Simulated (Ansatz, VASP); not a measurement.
# Two plane-wave programs on MgO

Contents of INCAR:

```
SYSTEM = MgO
  PREC = Accurate
  ENCUT = 520
  EDIFF = 1E-6
  ISMEAR = 0
  SIGMA = 0.1
  LREAL = .FALSE.
  LASPH = .TRUE.
  NELM = 60
  ALGO = Normal
  ISIF = 2
  LWAVE = .FALSE.
  LCHARG = .TRUE.
  GGA = PE
  LELF = .TRUE.
  LVHAR = .TRUE.
  NBANDS = 16
```

Contents of KPOINTS:

```
Automatic mesh
0
G
  6 6 6
  0 0 0
```

Contents of POSCAR:

```
MgO
1.0
    2.3511481200     -2.3511481200      0.0000000000
    2.3511481200      2.3511481200      0.0000000000
    0.0000000000      0.0000000000      3.3250255600
Mg O
2 2
Direct
    0.6250000000      0.6250000000      0.0000000000
    0.3750000000      0.3750000000      0.5000000000
    0.8750000000      0.1250000000      0.2500000000
    0.1250000000      0.8750000000      0.7500000000
```

Input for Ansatz:

```yaml
crystal:
  lattice:
    - [2.35114812, -2.35114812, 0.0]
    - [2.35114812, 2.35114812, 0.0]
    - [0.0, 0.0, 3.32502556]
  atoms:
    - { symbol: Mg, position: [0.625, 0.625, 0.0] }
    - { symbol: Mg, position: [0.375, 0.375, 0.5] }
    - { symbol: O, position: [0.875, 0.125, 0.25] }
    - { symbol: O, position: [0.125, 0.875, 0.75] }
basis:
  ecutwfc: 420
kpoints:
  mp_grid: { grid: [6, 6, 6] }
hamiltonian:
  xc: pbe
scf:
  occupations: { method: gaussian, width: 0.1 }
  lower_state_search: "off"
output:
  forces: true
  stress: true
  eigenvalues: true
```

Alike in both runs: task single point; functional PBE; k mesh 6 × 6 × 6; occupations gaussian, width 0.1 eV; no spin polarisation.

```csv
,VASP,Ansatz
version,VASP 6.6.1,Ansatz 0.2.0
potentials or method,"VASP PAW PBE potentials, release 64 (Mg, O), cutoff 520 eV","scalar-relativistic, plane waves, PAW"
valence electrons in the cell,16,32
```

|  | VASP | Ansatz | Ansatz less VASP |
| --- | --- | --- | --- |
| gap on the k mesh at the Fermi level (eV) | 0.14 | 0.14 | -0.001 |
| least direct gap on the mesh (eV) | 0.46 | 0.43 | -0.036 |
| rms of the force components (eV/Å) | 4.289 | 4.283 | -0.0053 |

Atom by atom the forces differ by 0.012 eV/Å (rms over components). The functional is the same, so the differences come from potentials, cutoffs and numerics. VASP's potentials hold 16 valence electrons a cell and Ansatz's 32, so a difference there can come from the potentials and not from the codes.
